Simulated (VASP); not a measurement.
Write the native input for VASP 6.6.1 that does the following.

| Quantity | Value |
| --- | --- |
| Task | single point |
| Functional | PBEsol |
| Potentials or basis | VASP PAW PBE potentials, release 64 (Si) |
| Cutoff | 520 eV |
| k mesh | 14 × 14 × 14 |
| Occupations | gaussian, width 0.05 eV |
| Spin | no spin polarisation |
| Dipole correction | no |
| Further INCAR settings | ALGO = Normal; EDIFF = 1e-06; NBANDS = 11 |

The structure of Si lies in POSCAR:

```
Si
1.0
    0.0000000000      2.7150000000      2.7150000000
    2.7150000000      0.0000000000      2.7150000000
    2.7150000000      2.7150000000      0.0000000000
Si
2
Direct
    0.5000000000      0.5000000000      0.5000000000
    0.7500000000      0.7500000000      0.7500000000
```

One way to write it, as run:

INCAR

```
ALGO = Normal ; EDIFF = 1E-6
ENCUT = 520 ; GGA = PS
ISIF = 2 ; ISMEAR = 0
LASPH = True ; LCHARG = True
LELF = True ; LREAL = False
LVHAR = True ; LWAVE = False
NBANDS = 11 ; NELM = 80
PREC = Accurate ; SIGMA = 0.05
```

KPOINTS

```
k-points
0
Gamma
  14 14 14
```

Potentials or basis: VASP PAW PBE potentials, release 64 (Si).

The run is started by

```console
$ cat potpaw_PBE.64/Si/POTCAR > POTCAR
$ mpirun -np 1 vasp_std > vasp.out
```

Results of the run:

The pressure is 0.3 GPa and the band gap on the k mesh is 0.46 eV, indirect (least direct gap 2.52 eV).

Caveat: the PAW data sets were made with another functional, which shifts forces and pressure a little.

Run time: 44 s on 1 thread of Intel(R) Xeon(R) Platinum 8259CL CPU @ 2.50GHz (Skylake/Cascade Lake) (shared host), peak memory 0.18 GiB.
